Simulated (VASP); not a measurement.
# CO2 (Pa-3) in VASP: a series of runs, part 3 of 3

VASP 6.6.1. The steps go on from the part before.

## 4. Relaxation of cell and atoms, PBE+D3(BJ), target pressure 1.74 GPa, at which the enthalpy is minimised

This run uses another cell than the first one, of 13.39 Å³/atom, 1.003 times its volume.

INCAR

```
SYSTEM = CO2
  ALGO = Normal
  EDIFF = 1E-7
  EDIFFG = -0.002
  ENCUT = 600
  GGA = PE
  IBRION = 2
  ISIF = 3
  ISMEAR = 0
  IVDW = 12
  LASPH = .True.
  LCHARG = .False.
  LREAL = .False.
  LWAVE = .False.
  NELM = 100
  NSW = 80
  PREC = Accurate
  PSTRESS = 17.4
  SIGMA = 0.01
```

KPOINTS

```
k-points
0
Gamma
  4 4 4
  0 0 0
```

POSCAR

```
CO2
1.0
    5.4361242543      0.0000000000      0.0000000000
    0.0000000000      5.4361242543      0.0000000000
    0.0000000000      0.0000000000      5.4361242543
C O
4 8
Direct
    0.0000000000      0.0000000000      0.0000000000
    0.5000000000      0.0000000000      0.5000000000
    0.5000000000      0.5000000000      0.0000000000
    0.0000000000      0.5000000000      0.5000000000
    0.1239635565      0.1239635565      0.1239635565
    0.3760364435      0.8760364435      0.6239635565
    0.6239635565      0.3760364435      0.8760364435
    0.8760364435      0.6239635565      0.3760364435
    0.8760364435      0.8760364435      0.8760364435
    0.6239635565      0.1239635565      0.3760364435
    0.3760364435      0.6239635565      0.1239635565
    0.1239635565      0.3760364435      0.6239635565
```

Potentials or basis: VASP PAW PBE potentials, release 64 (C, O).

Run with:

```console
$ cat potpaw_PBE.64/C/POTCAR potpaw_PBE.64/O/POTCAR > POTCAR
$ mpirun -np 1 vasp_std > vasp.out
```

OUTCAR:

```text
SYSTEM = CO2
   EDIFF = 1E-7
   EDIFFG = -0.002
   ENCUT = 600
   GGA = PE
   IBRION = 2
   ISIF = 3
   ISMEAR = 0
   IVDW = 12
   LASPH = .True.
   LREAL = .False.
   NELM = 100
   NSW = 80
   PREC = Accurate
   PSTRESS = 17.4
 IVDW          = 12

 ion  position               nearest neighbor table
   1  0.000  0.000  0.000-   5 1.17   9 1.17
   2  0.500  0.000  0.500-   6 1.17  10 1.17
   3  0.500  0.500  0.000-   7 1.17  11 1.17
   4  0.000  0.500  0.500-   8 1.17  12 1.17
   5  0.124  0.124  0.124-   1 1.17
   6  0.376  0.876  0.624-   2 1.17
   7  0.624  0.376  0.876-   3 1.17
   8  0.876  0.624  0.376-   4 1.17
   9  0.876  0.876  0.876-   1 1.17
  10  0.624  0.124  0.376-   2 1.17
  11  0.376  0.624  0.124-   3 1.17
  12  0.124  0.376  0.624-   4 1.17

  LATTYP: Found a simple cubic cell.
 ALAT       =     5.4361242543

  Lattice vectors:

 A1 = (   5.4361242543,   0.0000000000,   0.0000000000)
 A2 = (   0.0000000000,   5.4361242543,   0.0000000000)
 A3 = (   0.0000000000,   0.0000000000,   5.4361242543)

Analysis of symmetry for initial positions (statically):
=====================================================================
 Subroutine PRICEL returns:
 Original cell was already a primitive cell.

 Routine SETGRP: Setting up the symmetry group for a
 simple cubic supercell.

 Subroutine GETGRP returns: Found 24 space group operations
 (whereof  6 operations were pure point group operations)
 out of a pool of 48 trial point group operations.

The static configuration has the point symmetry S_6 .
 The point group associated with its full space group is T_h .

Analysis of symmetry for dynamics (positions and initial velocities):
=====================================================================
 Subroutine PRICEL returns:
 Original cell was already a primitive cell.

 Routine SETGRP: Setting up the symmetry group for a
 simple cubic supercell.

 Subroutine GETGRP returns: Found 24 space group operations
 (whereof  6 operations were pure point group operations)
 out of a pool of 48 trial point group operations.

The dynamic configuration has the point symmetry S_6 .
 The point group associated with its full space group is T_h .

 Subroutine INISYM returns: Found 24 space group operations
 (whereof  6 operations are pure point group operations),
 and found     1 'primitive' translations

----------------------------------------------------------------------------------------

                                     Primitive cell

  volume of cell :     160.6453

  direct lattice vectors                    reciprocal lattice vectors
     5.436124254  0.000000000  0.000000000     0.183954588  0.000000000  0.000000000
     0.000000000  5.436124254  0.000000000     0.000000000  0.183954588  0.000000000
     0.000000000  0.000000000  5.436124254     0.000000000  0.000000000  0.183954588

  length of vectors
     5.436124254  5.436124254  5.436124254     0.183954588  0.183954588  0.183954588

  position of ions in fractional coordinates (direct lattice)
     0.000000000  0.000000000  0.000000000
     0.500000000  0.000000000  0.500000000
     0.500000000  0.500000000  0.000000000
     0.000000000  0.500000000  0.500000000
     0.123963557  0.123963557  0.123963557
     0.376036443  0.876036443  0.623963557
     0.623963557  0.376036443  0.876036443
     0.876036443  0.623963557  0.376036443
     0.876036443  0.876036443  0.876036443
     0.623963557  0.123963557  0.376036443
     0.376036443  0.623963557  0.123963557
     0.123963557  0.376036443  0.623963557

  ion indices of the primitive-cell ions
   primitive index   ion index
                 1           1
                 2           2
                 3           3
                 4           4
                 5           5
                 6           6
[... 24 lines left out ...]

  Shift w.r.t. Gamma in fractional coordinates (k-lattice)
     0.000000000  0.000000000  0.000000000

 Subroutine IBZKPT returns following result:
 ===========================================

 Found     11 irreducible k-points:

 Following reciprocal coordinates:
            Coordinates               Weight
  0.000000  0.000000  0.000000      1.000000
  0.250000  0.000000  0.000000      6.000000
  0.500000  0.000000  0.000000      3.000000
  0.250000  0.250000  0.000000     12.000000
  0.500000  0.250000  0.000000      6.000000
 -0.250000  0.500000  0.000000      6.000000
  0.500000  0.500000  0.000000      3.000000
  0.250000  0.250000  0.250000      8.000000
  0.500000  0.250000  0.250000     12.000000
  0.500000  0.500000  0.250000      6.000000
  0.500000  0.500000  0.500000      1.000000
   k-points           NKPTS =     11   k-points in BZ     NKDIM =     11   number of bands    NBANDS=     39
   number of dos      NEDOS =    301   number of ions     NIONS =     12
   total plane-waves  NPLWV = 110592
   dimension x,y,z NGX =    48 NGY =   48 NGZ =   48
   dimension x,y,z NGXF=    96 NGYF=   96 NGZF=   96
   ions per type =               4   8
   NGX,Y,Z   is equivalent  to a cutoff of  14.68, 14.68, 14.68 a.u.
   NGXF,Y,Z  is equivalent  to a cutoff of  29.36, 29.36, 29.36 a.u.
 SYSTEM =  CO2
   PREC   = accura    normal or accurate (medium, high low for compatibility)
   ISTART =      0    job   : 0-new  1-cont  2-samecut
   ICHARG =      2    charge: 1-file 2-atom 10-const
   ISPIN  =      1    spin polarized calculation?
   LNONCOLLINEAR =      F non collinear calculations
   LSORBIT =      F    spin-orbit coupling
   LASPH  =      T    aspherical Exc in radial PAW
   ENCUT  =  600.0 eV  44.10 Ry    6.64 a.u.  10.86 10.86 10.86*2*pi/ulx,y,z
   NELM   =    100;   NELMIN=  2; NELMDL= -5     # of ELM steps
   EDIFF  = 0.1E-06   stopping-criterion for ELM
   LREAL  =      F    real-space projection
   EDIFFG = -.2E-02   stopping-criterion for IOM
   NSW    =     80    number of steps for IOM
   IBRION =      2    ionic relax: 0-MD 1-quasi-New 2-CG
   NFREE  =      1    steps in history (QN), initial steepest desc. (CG)
   ISIF   =      3    stress and relaxation
   ISYM   =      2    0-nonsym 1-usesym 2-fastsym
   POTIM  = 0.5000    time-step for ionic-motion
   TEBEG  =    0.0;   TEEND  =   0.0 temperature during run
   PSTRESS=   17.4 pullay stress
   NELECT =      64.0000    total number of electrons
   NUPDOWN=      -1.0000    fix difference up-down
   EMIN   =  10.00;   EMAX   =-10.00  energy-range for DOS
   EFERMI =   0.00;   METHOD = LEGACY
   ISMEAR =     0;   SIGMA  =   0.01  broadening in eV -4-tet -1-fermi 0-gaus
   EFERMI_NEDOS =   21; number of points for ismear=-14 and -15
   IALGO  =     38    algorithm
   IMIX   =      4    mixing-type and parameters
     AMIX     =   0.40;   BMIX     =  1.00
     AMIX_MAG =   1.60;   BMIX_MAG =  1.00
  volume/ion in A,a.u.               =      13.39        90.34
  Fermi-wavevector in a.u.,A,eV,Ry     =   1.204607  2.276377 19.743121  1.451078
  Thomas-Fermi vector in A             =   2.340327
   LORBIT       =      0    0 simple, 1 ext, 2 COOP (PROOUT), +10 PAW based schemes
   GGA     = PE    functional components
   LHFCALC =     F    Hartree Fock is set to
   AEXX    =    0.0000 exact exchange contribution
   IVDW    =    12    specifies the selected vdW correction
   LEPSILON=     F    determine dielectric tensor
   LRPA    =     F    only Hartree local field effects (RPA)
 conjugate gradient relaxation of ions
 non-spin polarized calculation
 Gauss-broadening in eV      SIGMA  =   0.01
  energy-cutoff  :      600.00
  volume of cell :      160.65
 maximum number of plane-waves:      5400
 NGX is ok and might be reduce to    48
   NGX = 21   NGY = 21   NGZ = 21

--------------------------------------- Ionic step        1  -------------------------------------------

 number of electron      63.9999976 magnetization

 Free energy of the ion-electron system (eV)
  ---------------------------------------------------
  ext. energy  EPLUGINS =         0.00000000
  ---------------------------------------------------
  free energy    TOTEN  =       -91.95687853 eV

  energy without entropy =      -91.95687853  energy(sigma->0) =      -91.95687853

------------------------ aborting loop because EDIFF is reached ----------------------------------------

 Edisp (eV)   -0.94317

 E8    (eV) :    -0.2438
[... 143 lines left out ...]
  energy  without entropy=      -92.9181958681  energy(sigma->0) =      -92.91819587

  enthalpy is  TOTEN    =       -91.1690517802 eV   P V=        1.7491440879

[... ionic steps 4 to 7 ...]

--------------------------------------- Ionic step        8  -------------------------------------------

 number of electron      63.9999987 magnetization

------------------------ aborting loop because EDIFF is reached ----------------------------------------
[... 99 lines left out ...]
--------------------------------------- Ionic step       10  -------------------------------------------

 number of electron      63.9999987 magnetization

 Free energy of the ion-electron system (eV)
  ---------------------------------------------------
  ext. energy  EPLUGINS =         0.00000000
  ---------------------------------------------------
  free energy    TOTEN  =       -91.89438545 eV

  energy without entropy =      -91.89438545  energy(sigma->0) =      -91.89438545

 E-fermi :  -2.7815     XC(G=0):  -8.4774

 val. band max:       -2.8275408905   @ k =   0.0000   0.0000   0.0000
 cond. band min:       4.0319698102   @ k =   0.0000   0.0000   0.0000
 fundamental gap:      6.8595107007
 Fermi energy:        -2.7814722197

 k-point     1 :       0.0000    0.0000    0.0000
  band No.  band energies     occupation
      1     -23.5754      2.00000
      2     -23.2417      2.00000
      3     -23.2417      2.00000
      4     -23.2417      2.00000
      5     -22.3521      2.00000
      6     -22.3521      2.00000
[... 498 lines left out ...]
  energy  without entropy=      -92.8712399604  energy(sigma->0) =      -92.87123996

  enthalpy is  TOTEN    =       -91.1782029684 eV   P V=        1.6930369920

 reached required accuracy - stopping structural energy minimisation
```

It took 12 min on 1 thread of Oxide Virtual Turin-like, shared host; peak memory 0.34 GiB.

What came out:

```yaml
Free_energy: -92.8712 eV
Relaxed_volume: 12.99 Å³/atom
Relaxed_cell: a = 5.382 Å, b = 5.382 Å, c = 5.382 Å, α = 90.00°, β = 90.00°, γ = 90.00°
Space_group_after_relaxing_to_0.05_Å: Pa-3 (No. 205)
Energy_change_on_relaxing_the_enthalpy_is_what_falls: +2.4 meV/atom
Ionic_steps: 10
Pressure_after_relaxing: 1.7 GPa
Band_gap_on_the_k_mesh: 6.86 eV, direct
Dispersion_energy_per_atom: -0.081 eV
```

The path:
```
step  energy change (eV)  largest force (eV/Å)  pressure (GPa)  volume (Å³)
   1              0.0000                0.6350            3.14       160.65
   2              0.3432                2.9138           -7.86       163.37
   3             -0.0181                0.0176            1.25       161.06
   4             -0.0181                0.0307            1.29       161.05
   5             -0.0128                0.0282            1.35       160.36
   6              0.0048                0.0226            1.54       158.30
   7              0.0479                0.0178            1.99       154.23
   8              0.0289                0.0216            1.80       155.89
   9              0.0305                0.2423            0.98       155.94
  10              0.0288                0.0004            1.74       155.89
```

Final structure:
```
C O
1.0
     5.38199    0.00000    0.00000
     0.00000    5.38199    0.00000
     0.00000    0.00000    5.38199
C O
4 8
Direct
  0.00000 0.00000 0.00000
  0.50000 0.00000 0.50000
  0.50000 0.50000 0.00000
  0.00000 0.50000 0.50000
  0.12580 0.12580 0.12580
  0.37420 0.87420 0.62580
  0.62580 0.37420 0.87420
  0.87420 0.62580 0.37420
  0.87420 0.87420 0.87420
  0.62580 0.12580 0.37420
  0.37420 0.62580 0.12580
  0.12580 0.37420 0.62580
```

Levels at points of the mesh, in eV from the valence-band top:
```tsv
k point	band 29	band 30	band 31	band 32	band 33	band 34	band 35	band 36
(0.00, 0.00, 0.00)	-0.26	-0.26	0.00	0.00	6.86	7.76	7.76	7.76
(0.50, 0.00, 0.00)	-0.40	-0.40	-0.09	-0.09	7.70	7.70	7.99	7.99
(0.50, 0.50, 0.00)	-0.35	-0.35	-0.35	-0.35	7.70	7.70	7.70	7.70
(0.50, 0.50, 0.50)	-0.42	-0.42	-0.42	-0.42	7.67	7.67	7.67	7.67
```

Caveat: the cell is relaxed towards a set pressure, so the enthalpy falls and the energy may rise. A k mesh can miss the band edges.

## 5. Overview

| task | cell | cutoff (eV) | smearing | gap on the mesh (eV) | pressure (GPa) | largest force (eV/Å) |
| --- | --- | --- | --- | --- | --- | --- |
| single point | a = 5.430 Å, 12 atoms | 520 | gaussian 0.02 eV | 6.88 | 3.4 | 0.64 |
| relaxation of cell and atoms | relaxed to 1.74 GPa from a = 5.436 Å, 12 atoms | 600 | gaussian 0.1 eV | 6.82 | 1.2 | 0.02 |
| relaxation of cell and atoms | relaxed to 1.74 GPa from a = 5.436 Å, 12 atoms | 600 | gaussian 0.01 eV | 6.86 | 1.7 | - |

Alike in all rows: level PBE+D3(BJ); potentials or basis VASP PAW PBE potentials, release 64 (C, O); no spin polarisation; k mesh 4 × 4 × 4.

Caveats: the cell is relaxed towards a set pressure, so the enthalpy falls and the energy may rise (some runs); the relaxation stopped at a loose force limit of 0.05 eV/Å, so its end isn't a converged minimum (some runs).

Absolute energies hang on the potentials; compare differences alone.
